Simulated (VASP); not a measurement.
# TiBH (P6/mmm) in VASP: notebook

The runs below take TiBH through relaxation of cell and atoms, with PBE.

Program: VASP 6.6.1. These are calculated values, not measurements. Logs are shortened: lines on timing, memory, paths and dates and some standing lists are left out, and cuts for length are marked.

## 1. The cell of the first run

It takes space group P6/mmm (No. 191, hexagonal). The conventional cell has a = 3.048 Å, b = 3.048 Å, c = 5.829 Å, α = 90.00°, β = 90.00°, γ = 120.00°. Within 2.9 Å of Ti (site symmetry 6mm) lie 6 H at 2.23 Å and 6 B at 2.34 Å and 1 Ti at 2.73 Å. B (site symmetry -6m2) has 3 B at 1.76 Å and 6 Ti at 2.34 Å within 2.4 Å. Within 2.3 Å of H (site symmetry -6m2) lie 3 H at 1.76 Å and 6 Ti at 2.23 Å.

The cell was generated, and may not be a known phase.

## 2. Relaxation of cell and atoms, PBE

Input file INCAR:

```
SYSTEM = TiBH
ALGO = Normal
EDIFF = 1E-7
EDIFFG = -0.01
ENCUT = 600
GGA = PE
IBRION = 2
ISIF = 3
ISMEAR = 0
LASPH = .True.
LCHARG = .False.
LREAL = .False.
LWAVE = .False.
NELM = 60
NSW = 100
PREC = Accurate
SIGMA = 0.1
```

Input file KPOINTS:

```
k-points
0
Gamma
  15 15 6
  0 0 0
```

Input file POSCAR:

```
TiBH
1.0
    3.0476446420      0.0000000000      0.0000000000
   -1.5238223210      2.6393376817      0.0000000000
    0.0000000000      0.0000000000      5.8289421777
Ti B H
2 2 2
Direct
    0.0000000000      0.0000000000      0.7343118562
    0.0000000000      0.0000000000      0.2656881438
    0.3333333333      0.6666666667      0.0000000000
    0.6666666667      0.3333333333      0.0000000000
    0.3333333333      0.6666666667      0.5000000000
    0.6666666667      0.3333333333      0.5000000000
```

Potentials or basis: VASP PAW PBE potentials, release 64 (Ti_sv, B, H).

The run is started by

```
$ cat potpaw_PBE.64/Ti_sv/POTCAR potpaw_PBE.64/B/POTCAR potpaw_PBE.64/H/POTCAR > POTCAR
$ mpirun -np 1 vasp_std > vasp.out
```

OUTCAR:

```text
SYSTEM = TiBH
   EDIFF = 1E-7
   EDIFFG = -0.01
   ENCUT = 600
   GGA = PE
   IBRION = 2
   ISIF = 3
   ISMEAR = 0
   LASPH = .True.
   LREAL = .False.
   NELM = 60
   NSW = 100
   PREC = Accurate

 ion  position               nearest neighbor table
   1  0.000  0.000  0.734-   3 2.34   4 2.34   4 2.34   3 2.34   4 2.34   3 2.34   2 2.73
   2  0.000  0.000  0.266-   3 2.34   4 2.34   4 2.34   3 2.34   4 2.34   3 2.34   1 2.73
   3  0.333  0.667  0.000-   4 1.76   4 1.76   4 1.76   1 2.34   2 2.34   2 2.34   1 2.34   2 2.34
                             1 2.34
   4  0.667  0.333  0.000-   3 1.76   3 1.76   3 1.76   1 2.34   2 2.34   1 2.34   2 2.34   1 2.34
                             2 2.34
   5  0.333  0.667  0.500-
   6  0.667  0.333  0.500-

  LATTYP: Found a hexagonal cell.
 ALAT       =     3.0476446420
 C/A-ratio  =     1.9126055897

  Lattice vectors:

 A1 = (   3.0476446420,   0.0000000000,   0.0000000000)
 A2 = (  -1.5238223210,   2.6393376817,   0.0000000000)
 A3 = (   0.0000000000,   0.0000000000,   5.8289421777)

Analysis of symmetry for initial positions (statically):
=====================================================================
 Subroutine PRICEL returns:
 Original cell was already a primitive cell.

 Routine SETGRP: Setting up the symmetry group for a
 hexagonal supercell.

 Subroutine GETGRP returns: Found 24 space group operations
 (whereof 24 operations were pure point group operations)
 out of a pool of 24 trial point group operations.

The static configuration has the point symmetry D_6h.

Analysis of symmetry for dynamics (positions and initial velocities):
=====================================================================
 Subroutine PRICEL returns:
 Original cell was already a primitive cell.

 Routine SETGRP: Setting up the symmetry group for a
 hexagonal supercell.

 Subroutine GETGRP returns: Found 24 space group operations
 (whereof 24 operations were pure point group operations)
 out of a pool of 24 trial point group operations.

The dynamic configuration has the point symmetry D_6h.

 Subroutine INISYM returns: Found 24 space group operations
 (whereof 24 operations are pure point group operations),
 and found     1 'primitive' translations

----------------------------------------------------------------------------------------

                                     Primitive cell

  volume of cell :      46.8866

  direct lattice vectors                    reciprocal lattice vectors
     3.047644642  0.000000000  0.000000000     0.328122244  0.189441466  0.000000000
    -1.523822321  2.639337682  0.000000000     0.000000000  0.378882932  0.000000000
     0.000000000  0.000000000  5.828942178     0.000000000  0.000000000  0.171557715

  length of vectors
     3.047644642  3.047644642  5.828942178     0.378882932  0.378882932  0.171557715

  position of ions in fractional coordinates (direct lattice)
     0.000000000  0.000000000  0.734311856
     0.000000000  0.000000000  0.265688144
     0.333333333  0.666666667  0.000000000
     0.666666667  0.333333333  0.000000000
     0.333333333  0.666666667  0.500000000
     0.666666667  0.333333333  0.500000000

  ion indices of the primitive-cell ions
   primitive index   ion index
                 1           1
                 2           2
                 3           3
                 4           4
                 5           5
                 6           6

----------------------------------------------------------------------------------------

 KPOINTS: k-points

Automatic generation of k-mesh.
 Grid dimensions read from file:
 generate k-points for:   15   15    6

 Generating k-lattice:

  Cartesian coordinates                     Fractional coordinates (reciprocal lattice)
     0.021874816  0.012629431  0.000000000     0.066666667  0.000000000  0.000000000
     0.000000000  0.025258862  0.000000000     0.000000000  0.066666667  0.000000000
     0.000000000  0.000000000  0.028592952     0.000000000  0.000000000  0.166666667

  Length of vectors
     0.025258862  0.025258862  0.028592952

  Shift w.r.t. Gamma in fractional coordinates (k-lattice)
     0.000000000  0.000000000  0.000000000

 Subroutine IBZKPT returns following result:
 ===========================================

 Found    108 irreducible k-points:

 Following reciprocal coordinates:
            Coordinates               Weight
  0.000000  0.000000  0.000000      1.000000
  0.066667 -0.000000  0.000000      6.000000
  0.133333 -0.000000  0.000000      6.000000
  0.200000  0.000000  0.000000      6.000000
  0.266667 -0.000000  0.000000      6.000000
  0.333333  0.000000  0.000000      6.000000
[... 16 lines left out ...]
  0.333333  0.200000  0.000000     12.000000
  0.400000  0.200000  0.000000      6.000000
 [... further k-points ...]
   k-points           NKPTS =    108   k-points in BZ     NKDIM =    108   number of bands    NBANDS=     20
   number of dos      NEDOS =    301   number of ions     NIONS =      6
   total plane-waves  NPLWV =  27648
   dimension x,y,z NGX =    24 NGY =   24 NGZ =   48
   dimension x,y,z NGXF=    48 NGYF=   48 NGZF=   96
   ions per type =               2   2   2
   NGX,Y,Z   is equivalent  to a cutoff of  13.09, 13.09, 13.69 a.u.
   NGXF,Y,Z  is equivalent  to a cutoff of  26.18, 26.18, 27.38 a.u.
 SYSTEM =  TiBH
   PREC   = accura    normal or accurate (medium, high low for compatibility)
   ISTART =      0    job   : 0-new  1-cont  2-samecut
   ICHARG =      2    charge: 1-file 2-atom 10-const
   ISPIN  =      1    spin polarized calculation?
   LNONCOLLINEAR =      F non collinear calculations
   LSORBIT =      F    spin-orbit coupling
   LASPH  =      T    aspherical Exc in radial PAW
   ENCUT  =  600.0 eV  44.10 Ry    6.64 a.u.   6.09  6.09 11.64*2*pi/ulx,y,z
   NELM   =     60;   NELMIN=  2; NELMDL= -5     # of ELM steps
   EDIFF  = 0.1E-06   stopping-criterion for ELM
   LREAL  =      F    real-space projection
   EDIFFG = -.1E-01   stopping-criterion for IOM
   NSW    =    100    number of steps for IOM
   IBRION =      2    ionic relax: 0-MD 1-quasi-New 2-CG
   NFREE  =      1    steps in history (QN), initial steepest desc. (CG)
   ISIF   =      3    stress and relaxation
   ISYM   =      2    0-nonsym 1-usesym 2-fastsym
   POTIM  = 0.5000    time-step for ionic-motion
   TEBEG  =    0.0;   TEEND  =   0.0 temperature during run
   PSTRESS=    0.0 pullay stress
   NELECT =      32.0000    total number of electrons
   NUPDOWN=      -1.0000    fix difference up-down
   EMIN   =  10.00;   EMAX   =-10.00  energy-range for DOS
   EFERMI =   0.00;   METHOD = LEGACY
   ISMEAR =     0;   SIGMA  =   0.10  broadening in eV -4-tet -1-fermi 0-gaus
   EFERMI_NEDOS =   21; number of points for ismear=-14 and -15
   IALGO  =     38    algorithm
   IMIX   =      4    mixing-type and parameters
     AMIX     =   0.40;   BMIX     =  1.00
     AMIX_MAG =   1.60;   BMIX_MAG =  1.00
  volume/ion in A,a.u.               =       7.81        52.73
  Fermi-wavevector in a.u.,A,eV,Ry     =   1.441369  2.723792 28.266706  2.077544
  Thomas-Fermi vector in A             =   2.560009
   LORBIT       =      0    0 simple, 1 ext, 2 COOP (PROOUT), +10 PAW based schemes
   GGA     = PE    functional components
   LHFCALC =     F    Hartree Fock is set to
   AEXX    =    0.0000 exact exchange contribution
   IVDW    =     0    specifies the selected vdW correction
   LEPSILON=     F    determine dielectric tensor
   LRPA    =     F    only Hartree local field effects (RPA)
 conjugate gradient relaxation of ions
 non-spin polarized calculation
 Gauss-broadening in eV      SIGMA  =   0.10
  energy-cutoff  :      600.00
  volume of cell :       46.89
 maximum number of plane-waves:      1608
   NGX = 13   NGY = 13   NGZ = 23

--------------------------------------- Ionic step        1  -------------------------------------------

 number of electron      31.9999992 magnetization

 Free energy of the ion-electron system (eV)
  ---------------------------------------------------
  ext. energy  EPLUGINS =         0.00000000
  ---------------------------------------------------
  free energy    TOTEN  =       -38.65953020 eV

  energy without entropy =      -38.64703794  energy(sigma->0) =      -38.65328407

------------------------ aborting loop because EDIFF is reached ----------------------------------------

  FORCE on cell =-STRESS in cart. coord.  units (eV):
  Direction    XX          YY          ZZ          XY          YZ          ZX
  --------------------------------------------------------------------------------------
  -------------------------------------------------------------------------------------
  Total        0.1390254      0.1390254     -0.1489867      0.0000000      0.0000000      0.0000000
  in kB        4.7506787      4.7506787     -5.0910714      0.0000000      0.0000000      0.0000000
  external PRESSURE =       1.4700953 kB  Pullay stress =       0.0000000 kB
[... 105 lines left out ...]
  energy  without entropy=      -38.6484799354  energy(sigma->0) =      -38.65457070

--------------------------------------- Ionic step        4  -------------------------------------------

 number of electron      31.9999990 magnetization

 Free energy of the ion-electron system (eV)
  ---------------------------------------------------
  ext. energy  EPLUGINS =         0.00000000
  ---------------------------------------------------
  free energy    TOTEN  =       -38.66068145 eV

  energy without entropy =      -38.64855628  energy(sigma->0) =      -38.65461887

 E-fermi :   9.4122     XC(G=0): -12.2776

 val. band max:        9.4109309343   @ k =   0.2000   0.1333   0.5000
 cond. band min:       9.4162609494   @ k =   0.3333   0.1333   0.5000
 fundamental gap:      0.0053300150
 Fermi energy:         9.4122208687

 k-point     1 :       0.0000    0.0000    0.0000
  band No.  band energies     occupation
      1     -47.6974      2.00000
      2     -47.6418      2.00000
      3     -24.2351      2.00000
      4     -23.8192      2.00000
      5     -23.8192      2.00000
      6     -23.7747      2.00000
[... 12 lines left out ...]
     19      11.0533      0.00000
[... 513 lines left out ...]
      4     -24.1364      2.00000
      5     -24.0806      2.00000
      6     -23.9902      2.00000
[... 12 lines left out ...]
     19      11.4250      0.00000
     20      11.5620      0.00000

 [... further k-points ...]
[... 5 lines left out ...]
  --------------------------------------------------------------------------------------
  -------------------------------------------------------------------------------------
  Total       -0.0166027     -0.0166027     -0.0256426      0.0000000     -0.0000000     -0.0000000
  in kB       -0.5662641     -0.5662641     -0.8745871      0.0000000     -0.0000000     -0.0000000
  external PRESSURE =      -0.6690385 kB  Pullay stress =       0.0000000 kB
[... 21 lines left out ...]
  FREE ENERGIE OF THE ION-ELECTRON SYSTEM (eV)
  ---------------------------------------------------
  free  energy   TOTEN  =       -38.6606814468 eV

  energy  without entropy=      -38.6485562840  energy(sigma->0) =      -38.65461887

 reached required accuracy - stopping structural energy minimisation
```

Wall time 1.8 min (1 thread of Intel Xeon 6975P-C (Granite Rapids), shared host); peak memory 0.27 GiB.

Results:

```
Free energy                           : -38.6607 eV
Relaxed volume                        : 7.83 Å³/atom
Relaxed cell                          : a = 3.054 Å, b = 3.054 Å, c = 5.817 Å, α = 90.00°, β = 90.00°, γ = 120.00°
Space group after relaxing (to 0.1 Å) : P6/mmm (No. 191)
Energy gained by relaxing             : 0.2 meV/atom
Ionic steps                           : 4
Pressure after relaxing               : -0.1 GPa
Band gap on the k mesh                : zero (bands 16 and 17 overlap by 0.44 eV)
```

Step by step:
```tsv
step	energy change (eV)	largest force (eV/Å)	pressure (GPa)	volume (Å³)
1	0.0000	0.1073	0.15	46.89
2	-0.0010	0.0231	0.08	46.94
3	-0.0011	0.0118	0.05	46.96
4	-0.0012	0.0001	-0.07	46.98
```

Final structure:
```xyz
6
Lattice="3.0536 0.0000 0.0000 -1.5268 2.6445 0.0000 0.0000 0.0000 5.8174" Properties=species:S:1:pos:R:3 pbc="T T T"
Ti   -1.5268    2.6445    4.2786
Ti    0.0000    0.0000    1.5388
B     0.0000    1.7630    0.0000
B     1.5268    0.8815    0.0000
H     0.0000    1.7630    2.9087
H     1.5268    0.8815    2.9087
```

Levels at points of the mesh, in eV from the Fermi level:
| k point | band 13 | band 14 | band 15 | band 16 | band 17 | band 18 | band 19 | band 20 |
| --- | --- | --- | --- | --- | --- | --- | --- | --- |
| (0.00, 0.00, 0.00) | -2.48 | -1.89 | -0.11 | -0.11 | 0.40 | 0.40 | 1.64 | 2.23 |
| (0.00, 0.00, 0.50) | -2.40 | -2.32 | 0.03 | 0.03 | 0.48 | 0.48 | 0.59 | 1.24 |

## 3. Relaxation of cell and atoms, PBE

Input file INCAR:

```
ALGO     = Normal         # electronic algorithm
EDIFF    = 1E-7           # SCF threshold, eV
EDIFFG   = -0.01          # ionic threshold
ENCUT    = 600            # plane-wave cutoff, eV
GGA      = PE             # functional
IBRION   = 2              # ionic algorithm
ISIF     = 3              # what is computed and relaxed
ISMEAR   = 0              # smearing method
LASPH    = True           # aspherical terms in the spheres
LCHARG   = False          # write CHGCAR
LREAL    = False          # projectors in reciprocal space
LWAVE    = False          # write WAVECAR
NELM     = 100            # most SCF steps
NSW      = 100            # ionic steps
PREC     = Accurate       # precision mode
SIGMA    = 0.1            # smearing width, eV
```

Input file KPOINTS:

```
k-points
0
Gamma
  15 15 8
```

Input file POSCAR:

```
TiBH
1.0
    3.0532390416      0.0000000000      0.0000000000
   -1.5266195208      2.6441825739      0.0000000000
    0.0000000000      0.0000000000      5.8150311112
Ti B H
2 2 2
Direct
    0.0000000000      0.0000000000      0.7356401516
    0.0000000000      0.0000000000      0.2643598484
    0.3333333333      0.6666666667      0.0000000000
    0.6666666667      0.3333333333      0.0000000000
    0.3333333333      0.6666666667      0.5000000000
    0.6666666667      0.3333333333      0.5000000000
```

Potentials or basis: VASP PAW PBE potentials, release 64 (Ti_sv, B, H).

The run is started by

```
$ cat potpaw_PBE.64/Ti_sv/POTCAR potpaw_PBE.64/B/POTCAR potpaw_PBE.64/H/POTCAR > POTCAR
$ mpirun -np 1 vasp_std > vasp.out
```

It took 78 s on 1 thread of Intel Xeon 6975P-C (Granite Rapids), shared host; peak memory 0.29 GiB.

The run converged. Its results:

```
Free energy                           : -38.6606 eV
Relaxed volume                        : 7.83 Å³/atom
Relaxed cell                          : a = 3.053 Å, b = 3.053 Å, c = 5.819 Å, α = 90.00°, β = 90.00°, γ = 120.00°
Space group after relaxing (to 0.1 Å) : P6/mmm (No. 191)
Energy gained by relaxing             : 0.0 meV/atom
Ionic steps                           : 2
Pressure after relaxing               : 0.0 GPa
Band gap on the k mesh                : zero (bands 16 and 17 overlap by 0.44 eV)
```

Stress tensor (GPa, compression positive):
```
-0.08  0.00  0.00
 0.00 -0.08  0.00
 0.00  0.00  0.04
```

Final structure:
```yaml
crystal:
  lattice:
    - [3.05311, 0.00000, 0.00000]
    - [-1.52655, 2.64407, 0.00000]
    - [0.00000, 0.00000, 5.81866]
  atoms:
    - { symbol: Ti, position: [0.00000, 0.00000, 0.73553] }
    - { symbol: Ti, position: [0.00000, 0.00000, 0.26447] }
    - { symbol: B, position: [0.33333, 0.66667, 0.00000] }
    - { symbol: B, position: [0.66667, 0.33333, 0.00000] }
    - { symbol: H, position: [0.33333, 0.66667, 0.50000] }
    - { symbol: H, position: [0.66667, 0.33333, 0.50000] }
```

Levels at points of the mesh, in eV from the Fermi level:
```tsv
k point	band 14	band 15	band 16	band 17	band 18	band 19
(0.00, 0.00, 0.00)	-1.89	-0.11	-0.11	0.41	0.41	1.64
(0.00, 0.00, 0.50)	-2.31	0.04	0.04	0.48	0.48	0.60
```
